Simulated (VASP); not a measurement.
# Y (P6_3/mmc) in VASP: notebook, part 3 of 3

VASP 6.6.1.

## (5) Single point, PBE

This run uses another cell than the first one, of 14.80 Å³/atom.

Contents of INCAR:

```
SYSTEM = Y
  PREC = Accurate
  ENCUT = 520
  EDIFF = 1E-6
  ISMEAR = -1
  SIGMA = 0.05
  LREAL = .False.
  LASPH = .True.
  NELM = 100
  ALGO = Normal
  ISIF = 2
  LWAVE = .False.
  LCHARG = .False.
  GGA = PE
  NBANDS = 18
```

Contents of KPOINTS:

```
regular mesh
0
Gamma
  14 14 7
  0 0 0
```

Contents of POSCAR:

```
Y
1.0
    2.7233639195      0.0000000000      0.0000000000
   -1.3616819598      2.3585023381      0.0000000000
    0.0000000000      0.0000000000      4.6092440285
Y
2
Direct
    0.3333333333      0.6666666667      0.2500000000
    0.6666666667      0.3333333333      0.7500000000
```

Potentials or basis: VASP PAW PBE potentials, release 64 (Y_sv).

Run with:

```bash
$ cat potpaw_PBE.64/Y_sv/POTCAR > POTCAR
$ mpirun -np 1 vasp_std > vasp.out
```

OUTCAR:

```text
SYSTEM = Y
   PREC = Accurate
   ENCUT = 520
   EDIFF = 1E-6
   ISMEAR = -1
   LREAL = .False.
   LASPH = .True.
   NELM = 100
   ISIF = 2
   GGA = PE

 ion  position               nearest neighbor table
   1  0.333  0.667  0.250-   2 2.79   2 2.79   2 2.79   2 2.79   2 2.79   2 2.79   2 3.90   2 3.90
                             2 3.90   2 3.90   2 3.90   2 3.90
   2  0.667  0.333  0.750-   1 2.79   1 2.79   1 2.79   1 2.79   1 2.79   1 2.79   1 3.90   1 3.90
                             1 3.90   1 3.90   1 3.90   1 3.90

  LATTYP: Found a hexagonal cell.
 ALAT       =     2.7233639195
 C/A-ratio  =     1.6924818587

  Lattice vectors:

 A1 = (   2.7233639195,   0.0000000000,   0.0000000000)
 A2 = (  -1.3616819598,   2.3585023381,   0.0000000000)
 A3 = (   0.0000000000,   0.0000000000,   4.6092440285)

Analysis of symmetry for initial positions (statically):
=====================================================================
 Subroutine PRICEL returns:
 Original cell was already a primitive cell.

 Routine SETGRP: Setting up the symmetry group for a
 hexagonal supercell.

 Subroutine GETGRP returns: Found 24 space group operations
 (whereof 12 operations were pure point group operations)
 out of a pool of 24 trial point group operations.

The static configuration has the point symmetry D_3d.
 The point group associated with its full space group is D_6h.

Analysis of symmetry for dynamics (positions and initial velocities):
=====================================================================
 Subroutine PRICEL returns:
 Original cell was already a primitive cell.

 Routine SETGRP: Setting up the symmetry group for a
 hexagonal supercell.

 Subroutine GETGRP returns: Found 24 space group operations
 (whereof 12 operations were pure point group operations)
 out of a pool of 24 trial point group operations.

The dynamic configuration has the point symmetry D_3d.
 The point group associated with its full space group is D_6h.

 Subroutine INISYM returns: Found 24 space group operations
 (whereof 12 operations are pure point group operations),
 and found     1 'primitive' translations

----------------------------------------------------------------------------------------

                                     Primitive cell

  volume of cell :      29.6055

  direct lattice vectors                    reciprocal lattice vectors
     2.723363920  0.000000000  0.000000000     0.367192938  0.211998942  0.000000000
    -1.361681960  2.358502338  0.000000000     0.000000000  0.423997884  0.000000000
     0.000000000  0.000000000  4.609244029     0.000000000  0.000000000  0.216955317

  length of vectors
     2.723363920  2.723363920  4.609244029     0.423997884  0.423997884  0.216955317

  position of ions in fractional coordinates (direct lattice)
     0.333333333  0.666666667  0.250000000
     0.666666667  0.333333333  0.750000000

  ion indices of the primitive-cell ions
   primitive index   ion index
                 1           1
                 2           2

----------------------------------------------------------------------------------------

 KPOINTS: regular mesh

Automatic generation of k-mesh.
 Grid dimensions read from file:
 generate k-points for:   14   14    7

 Generating k-lattice:

  Cartesian coordinates                     Fractional coordinates (reciprocal lattice)
     0.026228067  0.015142782  0.000000000     0.071428571 -0.000000000  0.000000000
     0.000000000  0.030285563  0.000000000     0.000000000  0.071428571  0.000000000
     0.000000000  0.000000000  0.030993617     0.000000000  0.000000000  0.142857143

  Length of vectors
     0.030285563  0.030285563  0.030993617

  Shift w.r.t. Gamma in fractional coordinates (k-lattice)
     0.000000000  0.000000000  0.000000000

 Subroutine IBZKPT returns following result:
 ===========================================

 Found     96 irreducible k-points:

 Following reciprocal coordinates:
            Coordinates               Weight
  0.000000  0.000000  0.000000      1.000000
  0.071429  0.000000  0.000000      6.000000
  0.142857  0.000000  0.000000      6.000000
  0.214286 -0.000000  0.000000      6.000000
  0.285714  0.000000  0.000000      6.000000
  0.357143  0.000000  0.000000      6.000000
[... 16 lines left out ...]
  0.285714  0.285714  0.000000      6.000000
  0.357143  0.285714  0.000000      6.000000
 [... further k-points ...]
   k-points           NKPTS =     96   k-points in BZ     NKDIM =     96   number of bands    NBANDS=     18
   number of dos      NEDOS =    301   number of ions     NIONS =      2
   total plane-waves  NPLWV =  14400
   dimension x,y,z NGX =    20 NGY =   20 NGZ =   36
   dimension x,y,z NGXF=    40 NGYF=   40 NGZF=   72
   ions per type =               2
   NGX,Y,Z   is equivalent  to a cutoff of  12.21, 12.21, 12.98 a.u.
   NGXF,Y,Z  is equivalent  to a cutoff of  24.42, 24.42, 25.97 a.u.
 SYSTEM =  Y
   PREC   = accura    normal or accurate (medium, high low for compatibility)
   ISTART =      0    job   : 0-new  1-cont  2-samecut
   ICHARG =      2    charge: 1-file 2-atom 10-const
   ISPIN  =      1    spin polarized calculation?
   LNONCOLLINEAR =      F non collinear calculations
   LSORBIT =      F    spin-orbit coupling
   LASPH  =      T    aspherical Exc in radial PAW
   ENCUT  =  520.0 eV  38.22 Ry    6.18 a.u.   5.06  5.06  8.57*2*pi/ulx,y,z
   NELM   =    100;   NELMIN=  2; NELMDL= -5     # of ELM steps
   EDIFF  = 0.1E-05   stopping-criterion for ELM
   LREAL  =      F    real-space projection
   EDIFFG = 0.1E-04   stopping-criterion for IOM
   NSW    =      0    number of steps for IOM
   IBRION =     -1    ionic relax: 0-MD 1-quasi-New 2-CG
   NFREE  =      0    steps in history (QN), initial steepest desc. (CG)
   ISIF   =      2    stress and relaxation
   ISYM   =      2    0-nonsym 1-usesym 2-fastsym
   POTIM  = 0.5000    time-step for ionic-motion
   TEBEG  =    0.0;   TEEND  =   0.0 temperature during run
   PSTRESS=    0.0 pullay stress
   NELECT =      22.0000    total number of electrons
   NUPDOWN=      -1.0000    fix difference up-down
   EMIN   =  10.00;   EMAX   =-10.00  energy-range for DOS
   EFERMI =   0.00;   METHOD = LEGACY
   ISMEAR =    -1;   SIGMA  =   0.05  broadening in eV -4-tet -1-fermi 0-gaus
   EFERMI_NEDOS =   21; number of points for ismear=-14 and -15
   IALGO  =     38    algorithm
   IMIX   =      4    mixing-type and parameters
     AMIX     =   0.40;   BMIX     =  1.00
     AMIX_MAG =   1.60;   BMIX_MAG =  1.00
  volume/ion in A,a.u.               =      14.80        99.89
  Fermi-wavevector in a.u.,A,eV,Ry     =   1.482832  2.802145 29.916347  2.198789
  Thomas-Fermi vector in A             =   2.596569
   LORBIT       =      0    0 simple, 1 ext, 2 COOP (PROOUT), +10 PAW based schemes
   GGA     = PE    functional components
   LHFCALC =     F    Hartree Fock is set to
   AEXX    =    0.0000 exact exchange contribution
   IVDW    =     0    specifies the selected vdW correction
   LEPSILON=     F    determine dielectric tensor
   LRPA    =     F    only Hartree local field effects (RPA)
 non-spin polarized calculation
  energy-cutoff  :      520.00
  volume of cell :       29.61
 maximum number of plane-waves:       821
   NGX = 11   NGY = 11   NGZ = 17

 number of electron      22.0000001 magnetization

 Free energy of the ion-electron system (eV)
  ---------------------------------------------------
  ext. energy  EPLUGINS =         0.00000000
  ---------------------------------------------------
  free energy    TOTEN  =        -6.30973987 eV

  energy without entropy =       -6.29581128  energy(sigma->0) =       -6.30277557

 E-fermi :   8.1889     XC(G=0): -13.0844

 val. band max:        8.1863642002   @ k =   0.2857   0.2143   0.0000
 cond. band min:       8.2009803440   @ k =   0.3571   0.2857   0.1429
 fundamental gap:      0.0146161438
 Fermi energy:         8.1888927259

 k-point     1 :       0.0000    0.0000    0.0000
  band No.  band energies     occupation
      1     -34.5393      2.00000
      2     -33.4265      2.00000
      3     -16.4900      2.00000
      4     -11.9950      2.00000
      5     -11.9950      2.00000
      6     -11.7369      2.00000
[... 10 lines left out ...]
     17      13.4798      0.00000
     18      14.0335      0.00000
[... 466 lines left out ...]
      2     -32.8991      2.00000
      3     -15.5570      2.00000
      4     -14.8693      2.00000
      5     -14.7450      2.00000
      6     -13.9118      2.00000
[... 10 lines left out ...]
     17      16.7813      0.00000
     18      16.7961      0.00000

 [... further k-points ...]

------------------------ aborting loop because EDIFF is reached ----------------------------------------

  FORCE on cell =-STRESS in cart. coord.  units (eV):
  Direction    XX          YY          ZZ          XY          YZ          ZX
  --------------------------------------------------------------------------------------
  -------------------------------------------------------------------------------------
  Total       18.5706155     18.5706155     18.5312682     -0.0000000      0.0000000      0.0000000
  in kB     1004.9979813   1004.9979813   1002.8685939     -0.0000000      0.0000000      0.0000000
  external PRESSURE =    1004.2881855 kB  Pullay stress =       0.0000000 kB

 VOLUME and BASIS-vectors are now :
 -----------------------------------------------------------------------------
  energy-cutoff  :      520.00
  volume of cell :       29.61
      direct lattice vectors                 reciprocal lattice vectors
     2.723363920  0.000000000  0.000000000     0.367192938  0.211998942  0.000000000
    -1.361681960  2.358502338  0.000000000     0.000000000  0.423997884  0.000000000
     0.000000000  0.000000000  4.609244029     0.000000000  0.000000000  0.216955317

 POSITION                                       TOTAL-FORCE (eV/Angst)
 -----------------------------------------------------------------------------------
     -0.00000      1.57233      1.15231        -0.000000      0.000000      0.000000
      1.36168      0.78617      3.45693         0.000000     -0.000000      0.000000
 -----------------------------------------------------------------------------------
    total drift:                               -0.000000      0.000000     -0.000000

  FREE ENERGIE OF THE ION-ELECTRON SYSTEM (eV)
  ---------------------------------------------------
  free  energy   TOTEN  =        -6.3097398682 eV

  energy  without entropy=       -6.2958112791  energy(sigma->0) =       -6.30277557
```

OSZICAR:

```text
N       E                     dE             d eps       ncg     rms          rms(c)
DAV:   1     0.102449845097E+03    0.10245E+03   -0.11988E+04  3456   0.129E+03
DAV:   2     0.322400156822E+00   -0.10213E+03   -0.99801E+02  4242   0.287E+02
DAV:   3    -0.587719293038E+01   -0.61996E+01   -0.58874E+01  4848   0.472E+01
DAV:   4    -0.614778509718E+01   -0.27059E+00   -0.27002E+00  4214   0.898E+00
DAV:   5    -0.615047635312E+01   -0.26913E-02   -0.26903E-02  4272   0.739E-01    0.548E+01
DAV:   6    -0.609871580667E+01    0.51761E-01   -0.54377E-01  5436   0.389E+00    0.322E+01
DAV:   7    -0.630852731792E+01   -0.20981E+00   -0.10038E+00  5966   0.444E+00    0.355E+00
DAV:   8    -0.631038178278E+01   -0.18545E-02   -0.89529E-02  3660   0.245E+00    0.496E-01
DAV:   9    -0.630984289083E+01    0.53889E-03   -0.24087E-03  4552   0.326E-01    0.188E-01
DAV:  10    -0.630974045402E+01    0.10244E-03   -0.32644E-04  3606   0.155E-01    0.460E-02
DAV:  11    -0.630973921668E+01    0.12373E-05   -0.22231E-05  4992   0.188E-02    0.179E-02
DAV:  12    -0.630973986823E+01   -0.65155E-06   -0.23091E-06  2764   0.129E-02
   1 F= -.63097399E+01 E0= -.63027756E+01  d E =-.139286E-01
```

stdout:

```text
POSCAR found type information on POSCAR Y
 POSCAR found :  1 types and       2 ions
 scaLAPACK will be used
 LDA part: xc-table for (Slater+PW92), standard interpolation
 POSCAR, INCAR and KPOINTS ok, starting setup
 FFT: planning ... GRIDC
 FFT: planning ... GRID_SOFT
 FFT: planning ... GRID
 WAVECAR not read
 entering main loop
```

It took 28 s on 1 thread of Intel Xeon Platinum 8488C (Sapphire Rapids), shared host; peak memory 0.18 GiB.

What came out:

- Free energy: -6.3097 eV
- Pressure: 100.4 GPa
- Band gap on the k mesh: zero (bands 11 and 12 overlap by 2.89 eV)

Stress tensor (GPa, compression positive):
```
100.50   0.00   0.00
  0.00 100.50   0.00
  0.00   0.00 100.29
```

Levels at points of the mesh, in eV from the Fermi level:
| k point | band 7 | band 8 | band 9 | band 10 | band 11 | band 12 | band 13 | band 14 | band 15 | band 16 |
| --- | --- | --- | --- | --- | --- | --- | --- | --- | --- | --- |
| (0.00, 0.00, 0.00) | -19.68 | -19.68 | -4.00 | -3.06 | 1.43 | 2.16 | 2.16 | 3.37 | 3.37 | 5.29 |
| (0.50, 0.00, 0.00) | -21.02 | -20.38 | -3.96 | -3.14 | -2.08 | 1.96 | 2.55 | 3.86 | 3.95 | 10.93 |

Caveat: the cell stands under pressure.

## (6) Single point, PBE (14.80 Å³/atom)

This run uses another cell than the first one, of 14.80 Å³/atom.

Contents of INCAR:

```
SYSTEM = Y
ALGO = Normal
EDIFF = 1E-6
ENCUT = 520
GGA = PE
ISIF = 2
ISMEAR = -1
LASPH = .True.
LCHARG = .False.
LREAL = .False.
LWAVE = .False.
NBANDS = 18
NELM = 80
PREC = Accurate
SIGMA = 0.05
```

Contents of KPOINTS:

```
k-points
0
Gamma
  14 14 7
  0 0 0
```

POSCAR: that of step 5 with these lines changed.

```diff
@@ -4,3 +4,3 @@
    -1.3616819598      2.3585023381      0.0000000000
-    0.0000000000      0.0000000000      4.6092440285
+    0.0000000000      0.0000000000      4.6092440286
 Y
```

Potentials or basis: VASP PAW PBE potentials, release 64 (Y_sv).

Run with:

```bash
$ cat potpaw_PBE.64/Y_sv/POTCAR > POTCAR
$ mpirun -np 1 vasp_std > vasp.out
```

OUTCAR:

```text
SYSTEM = Y
   EDIFF = 1E-6
   ENCUT = 520
   GGA = PE
   ISIF = 2
   ISMEAR = -1
   LASPH = .True.
   LREAL = .False.
   NELM = 80
   PREC = Accurate

 ion  position               nearest neighbor table
   1  0.333  0.667  0.250-   2 2.79   2 2.79   2 2.79   2 2.79   2 2.79   2 2.79   2 3.90   2 3.90
                             2 3.90   2 3.90   2 3.90   2 3.90
   2  0.667  0.333  0.750-   1 2.79   1 2.79   1 2.79   1 2.79   1 2.79   1 2.79   1 3.90   1 3.90
                             1 3.90   1 3.90   1 3.90   1 3.90

  LATTYP: Found a hexagonal cell.
 ALAT       =     2.7233639195
 C/A-ratio  =     1.6924818588

  Lattice vectors:

 A1 = (   2.7233639195,   0.0000000000,   0.0000000000)
 A2 = (  -1.3616819598,   2.3585023381,   0.0000000000)
 A3 = (   0.0000000000,   0.0000000000,   4.6092440286)

Analysis of symmetry for initial positions (statically):
=====================================================================
 Subroutine PRICEL returns:
 Original cell was already a primitive cell.

 Routine SETGRP: Setting up the symmetry group for a
 hexagonal supercell.

 Subroutine GETGRP returns: Found 24 space group operations
 (whereof 12 operations were pure point group operations)
 out of a pool of 24 trial point group operations.

[... 164 lines left out ...]

 val. band max:        8.1863642001   @ k =   0.2857   0.2143   0.0000
 cond. band min:       8.2009803439   @ k =   0.3571   0.2857   0.1429
 fundamental gap:      0.0146161438
 Fermi energy:         8.1888927257

 k-point     1 :       0.0000    0.0000    0.0000
  band No.  band energies     occupation
      1     -34.5393      2.00000
      2     -33.4265      2.00000
      3     -16.4900      2.00000
      4     -11.9950      2.00000
      5     -11.9950      2.00000
      6     -11.7369      2.00000
[... 481 lines left out ...]
      5     -14.7450      2.00000
      6     -13.9118      2.00000
[... 10 lines left out ...]
     17      16.7813      0.00000
     18      16.7961      0.00000

 [... further k-points ...]

------------------------ aborting loop because EDIFF is reached ----------------------------------------

  FORCE on cell =-STRESS in cart. coord.  units (eV):
  Direction    XX          YY          ZZ          XY          YZ          ZX
  --------------------------------------------------------------------------------------
  -------------------------------------------------------------------------------------
  Total       18.5706156     18.5706156     18.5312681     -0.0000000      0.0000000     -0.0000000
  in kB     1004.9979833   1004.9979833   1002.8685926     -0.0000000      0.0000000     -0.0000000
  external PRESSURE =    1004.2881864 kB  Pullay stress =       0.0000000 kB

 VOLUME and BASIS-vectors are now :
 -----------------------------------------------------------------------------
  energy-cutoff  :      520.00
  volume of cell :       29.61
      direct lattice vectors                 reciprocal lattice vectors
     2.723363920  0.000000000  0.000000000     0.367192938  0.211998942  0.000000000
    -1.361681960  2.358502338  0.000000000     0.000000000  0.423997884  0.000000000
     0.000000000  0.000000000  4.609244029     0.000000000  0.000000000  0.216955317

 POSITION                                       TOTAL-FORCE (eV/Angst)
 -----------------------------------------------------------------------------------
     -0.00000      1.57233      1.15231         0.000000      0.000000      0.000000
      1.36168      0.78617      3.45693        -0.000000      0.000000      0.000000
 -----------------------------------------------------------------------------------
    total drift:                                0.000000     -0.000000      0.000000

  FREE ENERGIE OF THE ION-ELECTRON SYSTEM (eV)
  ---------------------------------------------------
  free  energy   TOTEN  =        -6.3097398693 eV

  energy  without entropy=       -6.2958112802  energy(sigma->0) =       -6.30277557
```

OSZICAR:

```text
N       E                     dE             d eps       ncg     rms          rms(c)
DAV:   1     0.102449845095E+03    0.10245E+03   -0.11988E+04  3456   0.129E+03
DAV:   2     0.322400157089E+00   -0.10213E+03   -0.99801E+02  4242   0.287E+02
DAV:   3    -0.587719293010E+01   -0.61996E+01   -0.58874E+01  4848   0.472E+01
DAV:   4    -0.614778509795E+01   -0.27059E+00   -0.27002E+00  4214   0.898E+00
DAV:   5    -0.615047635348E+01   -0.26913E-02   -0.26903E-02  4272   0.739E-01    0.548E+01
DAV:   6    -0.609871580736E+01    0.51761E-01   -0.54377E-01  5436   0.389E+00    0.322E+01
DAV:   7    -0.630852731903E+01   -0.20981E+00   -0.10038E+00  5966   0.444E+00    0.355E+00
DAV:   8    -0.631038178383E+01   -0.18545E-02   -0.89529E-02  3660   0.245E+00    0.496E-01
DAV:   9    -0.630984289189E+01    0.53889E-03   -0.24087E-03  4552   0.326E-01    0.188E-01
DAV:  10    -0.630974045352E+01    0.10244E-03   -0.32644E-04  3606   0.155E-01    0.460E-02
DAV:  11    -0.630973921736E+01    0.12362E-05   -0.22231E-05  4992   0.188E-02    0.179E-02
DAV:  12    -0.630973986928E+01   -0.65192E-06   -0.23091E-06  2764   0.129E-02
   1 F= -.63097399E+01 E0= -.63027756E+01  d E =-.139286E-01
```

Wall time 27 s (1 thread of Intel Xeon Platinum 8488C (Sapphire Rapids), shared host); peak memory 0.18 GiB.

Results:

* Free energy: -6.3097 eV
* Pressure: 100.4 GPa
* Band gap on the k mesh: zero (bands 11 and 12 overlap by 2.89 eV)

Stress tensor (GPa, compression positive):
```
100.50   0.00   0.00
  0.00 100.50   0.00
  0.00   0.00 100.29
```

Levels at points of the mesh, in eV from the Fermi level:
```
           k point  band 8  band 9  band 10  band 11  band 12  band 13  band 14  band 15
(0.00, 0.00, 0.00)  -19.68   -4.00    -3.06     1.43     2.16     2.16     3.37     3.37
(0.50, 0.00, 0.00)  -20.38   -3.96    -3.14    -2.08     1.96     2.55     3.86     3.95
```

Caveat: the cell stands under pressure.
